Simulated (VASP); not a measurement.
Wanted: the native input for a VASP 6.6.1 run.

```yaml
Task: single point
Functional: r2SCAN
Potentials_or_basis: VASP PAW PBE potentials, release 64 (Ga_d, P)
Cutoff: 520 eV
k_mesh: 8 × 8 × 8
Occupations: gaussian, width 0.02 eV
Spin: no spin polarisation
Dipole_correction: no
Further_INCAR_settings: ALGO = Normal; EDIFF = 1e-06; NBANDS = 16
```

The system is GaP.

```
Ga P
1.0
     0.00000    2.69772    2.69772
     2.69772    0.00000    2.69772
     2.69772    2.69772    0.00000
Ga P
1 1
Direct
  0.00000 0.00000 0.00000
  0.25000 0.25000 0.25000
```

This cell differs from its parent crystal: volume scaled by 0.97.

The input as run:

POSCAR

```
GaP
1.0
    0.0000000000      2.6977203400      2.6977203400
    2.6977203400      0.0000000000      2.6977203400
    2.6977203400      2.6977203400      0.0000000000
Ga P
1 1
Direct
    0.0000000000      0.0000000000      0.0000000000
    0.2500000000      0.2500000000      0.2500000000
```

INCAR.step1

```
  PREC = Accurate
  ENCUT = 520
  ISMEAR = 0
  SIGMA = 0.02
  LREAL = False
  LASPH = True
  NELM = 100
  NBANDS = 16
  GGA = PE
  ALGO = Normal
  EDIFF = 1E-4
  LWAVE = True
  LCHARG = False
```

INCAR.step2

```
  PREC = Accurate
  ENCUT = 520
  EDIFF = 1E-6
  ISMEAR = 0
  SIGMA = 0.02
  LREAL = False
  LASPH = True
  NELM = 100
  ALGO = Normal
  ISIF = 2
  LWAVE = False
  LCHARG = True
  METAGGA = R2SCAN
  LMIXTAU = True
  LELF = True
  LVHAR = True
  NBANDS = 16
  ISTART = 1
```

KPOINTS

```
Automatic mesh
0
Gamma
  8 8 8
```

Potentials or basis: VASP PAW PBE potentials, release 64 (Ga_d, P).

Launch:

```sh
$ cat potpaw_PBE.64/Ga_d/POTCAR potpaw_PBE.64/P/POTCAR > POTCAR
$ cp INCAR.step1 INCAR
$ mpirun -np 1 vasp_std > vasp.out
$ cp INCAR.step2 INCAR
$ mpirun -np 1 vasp_std > vasp.out
```

Results of the run:

```json
{
  "Pressure": "2.9 GPa",
  "Band gap on the k mesh": "1.85 eV, indirect (least direct gap 2.61 eV)"
}
```

Caveat: the PAW data sets were made with another functional, which shifts forces and pressure a little.

It took 41 s on 1 thread of Intel(R) Xeon(R) 6975P-C (Granite Rapids) (shared host), peak memory 0.17 GiB.
